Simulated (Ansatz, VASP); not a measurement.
Two plane-wave programs on Cu

```
CELL_PARAMETERS angstrom
-1.44279 1.44279 1.37608
1.44279 -1.44279 1.37608
1.44279 1.44279 -1.37608
ATOMIC_POSITIONS crystal
Cu 0.00000 0.00000 0.00000
```

Alike in both runs: task single point; functional PBE; k mesh 20 × 20 × 20; no spin polarisation.

|  | VASP | Ansatz |
| --- | --- | --- |
| version | VASP 6.6.1 | Ansatz 0.2.0 |
| potentials or method | VASP PAW PBE potentials, release 64 (Cu), cutoff 520 eV | scalar-relativistic, plane waves, PAW |
| occupations | methfessel-paxton of order 1, width 0.2 eV | cold, width 0.2 eV |
| valence electrons in the cell | 11 | 19 |

|  | VASP | Ansatz | Ansatz less VASP |
| --- | --- | --- | --- |
| gap on the k mesh at the Fermi level (eV) | none | none | - |
| pressure (GPa) | 7.8 | 7.3 | -0.57 |
| traceless stress, the component that is largest in VASP (GPa) | -0.30 | -0.19 | +0.111 |

A gap of «none» marks a metal or a gap that the smearing closes. VASP's potentials hold 11 valence electrons a cell and Ansatz's 19, so a difference there can come from the potentials and not from the codes.
